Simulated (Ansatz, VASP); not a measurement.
Given: the input of a run of VASP 6.6.1 on SnSe2.

Contents of INCAR:

```
SYSTEM = SnSe2
ALGO = Normal ; EDIFF = 1E-6
ENCUT = 520 ; GGA = PE
ISIF = 2 ; ISMEAR = 0
LASPH = .True. ; LCHARG = .False.
LREAL = .False. ; LWAVE = .False.
NBANDS = 20 ; NELM = 80
PREC = Accurate ; SIGMA = 0.028000000000000004
```

File KPOINTS:

```
k-points
0
Gamma
  8 8 5
  0 0 0
```

The input POSCAR:

```
SnSe2
1.0
    3.8110000000      0.0000000000      0.0000000000
   -1.9055000000      3.3004228138      0.0000000000
    0.0000000000      0.0000000000      6.1360000000
Sn Se
1 2
Direct
    0.0000000000      0.0000000000      0.0000000000
    0.6666666667      0.3333333333      0.7510000000
    0.3333333333      0.6666666667      0.2490000000
```

Potentials or basis: VASP PAW PBE potentials, release 64 (Sn_d, Se).

Run with:

```bash
$ cat potpaw_PBE.64/Sn_d/POTCAR potpaw_PBE.64/Se/POTCAR > POTCAR
$ mpirun -np 1 vasp_std > vasp.out
```

Translate it to Ansatz 0.2.0. Potentials there: Ansatz PAW.

As run (the cutoff follows the program's own potentials):

The input input.yaml:

```yaml
crystal:
  lattice:
    - [3.811, 0.0, 0.0]
    - [-1.9055, 3.3004228138, 0.0]
    - [0.0, 0.0, 6.136]
  atoms:
    - { symbol: Sn, position: [0.0, 0.0, 0.0] }
    - { symbol: Se, position: [0.6666666667, 0.3333333333, 0.751] }
    - { symbol: Se, position: [0.3333333333, 0.6666666667, 0.249] }
hamiltonian:
  xc: pbe
  pseudopotentials: { kind: paw }
kpoints:
  mp_grid: { grid: [8, 8, 5] }
scf:
  occupations: { method: gaussian, width: 0.028 }
output:
  forces: true
  stress: true
  eigenvalues: true
```

Potentials or basis: Ansatz PAW.

Run with:

```bash
$ ansatz run input.yaml --threads 2 --pin off --max-ram 5632MiB --backend cpu --events-out ev --progress --plain --runs-dir out
```

Both were run:

|  | VASP | Ansatz | Ansatz less VASP |
| --- | --- | --- | --- |
| gap on the k mesh at the Fermi level (eV) | 0.81 | 0.81 | +0.005 |
| least direct gap on the mesh (eV) | 1.09 | 1.10 | +0.011 |
| pressure (GPa) | 5.6 | 5.5 | -0.09 |
| traceless stress, the component that is largest in VASP (GPa) | 1.00 | 1.00 | -0.003 |
| rms of the force components (eV/Å) | 0.379 | 0.371 | -0.0076 |

Atom by atom the forces differ by 0.008 eV/Å (rms over components). VASP's potentials hold 26 valence electrons a cell and Ansatz's 46, so a difference there can come from the potentials and not from the codes.

Noted on Ansatz's run: odd divisions of the mesh miss points on the zone boundary, where band edges often lie, so the gap on the mesh can be too wide.
